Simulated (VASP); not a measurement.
Wanted: the native input for a VASP 6.6.1 run.

| Property | Result |
| --- | --- |
| Task | single point |
| Functional | PBEsol |
| Potentials or basis | VASP PAW PBE potentials, release 64 (Ta_pv, N) |
| Cutoff | 600 eV |
| k mesh | 16 × 16 × 14 |
| Occupations | gaussian, width 0.02 eV |
| Spin | no spin polarisation |
| Dipole correction | no |
| Further INCAR settings | ALGO = Normal; EDIFF = 1e-06; NBANDS = 15 |

The structure of TaN lies in POSCAR:

```
TaN
1.0
    2.9380000000      0.0000000000      0.0000000000
   -1.4690000000      2.5443826363      0.0000000000
    0.0000000000      0.0000000000      2.8830000000
Ta N
1 1
Direct
    0.0000000000      0.0000000000      0.5346860909
    0.6666666667      0.3333333333      0.0000000000
```

The input as run:

INCAR

```
PREC = Accurate
ENCUT = 600
EDIFF = 1E-6
ISMEAR = 0
SIGMA = 0.02
LREAL = False
LASPH = True
NELM = 120
ALGO = Normal
ISIF = 2
LWAVE = False
LCHARG = True
GGA = PS
LELF = True
LVHAR = True
NBANDS = 15
GGA_COMPAT = False
```

KPOINTS

```
Automatic mesh
0
Gamma
  16 16 14
```

Potentials or basis: VASP PAW PBE potentials, release 64 (Ta_pv, N).

Run with:

```console
$ cat potpaw_PBE.64/Ta_pv/POTCAR potpaw_PBE.64/N/POTCAR > POTCAR
$ mpirun -np 1 vasp_std > vasp.out
```

Results of the run:

* Pressure: -2.1 GPa
* Largest force: 1.426 eV/Å
* Band gap on the k mesh: zero (band 8 reaches 8.41 eV, above the bottom of band 9 at 8.03 eV)

Caveat: the PAW data sets were made with another functional, which shifts forces and pressure a little; spin-orbit coupling is left out, which moves the levels of the heavy elements.

Wall time 2.3 min on 1 thread of Intel Xeon 8259CL, on a shared host, peak memory 0.26 GiB.
